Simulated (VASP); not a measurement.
Here is a VASP 6.6.1 calculation.

INCAR

```
ALGO = Normal
EDIFF = 1E-6
ENCUT = 520
GGA = PE
ISIF = 2
ISMEAR = 0
LASPH = True
LCHARG = True
LELF = True
LREAL = False
LVHAR = True
LWAVE = False
NBANDS = 21
NELM = 60
PREC = Accurate
SIGMA = 0.02
```

KPOINTS

```
k-points
0
Gamma
  8 8 8
```

File POSCAR:

```
PbF2
1.0
    0.0000000000      3.0228321240      3.0228321240
    3.0228321240      0.0000000000      3.0228321240
    3.0228321240      3.0228321240      0.0000000000
Pb F
1 2
Direct
    0.0000000000      0.0000000000      0.0000000000
    0.2500000000      0.2500000000      0.2500000000
    0.7500000000      0.7500000000      0.7500000000
```

Potentials or basis: VASP PAW PBE potentials, release 64 (Pb_d, F).

Run with:

```sh
$ cat potpaw_PBE.64/Pb_d/POTCAR potpaw_PBE.64/F/POTCAR > POTCAR
$ mpirun -np 1 vasp_std > vasp.out
```

Problem. Estimate the band gap on the k mesh.

Solution. 4.41 eV, indirect (least direct gap 4.56 eV).

Problem. What does it give for the pressure?

Solution. -1.6 GPa.

Caveat: the cell differs from its parent crystal (strained); spin-orbit coupling is left out, which moves the levels of the heavy elements. A k mesh can miss the band edges.
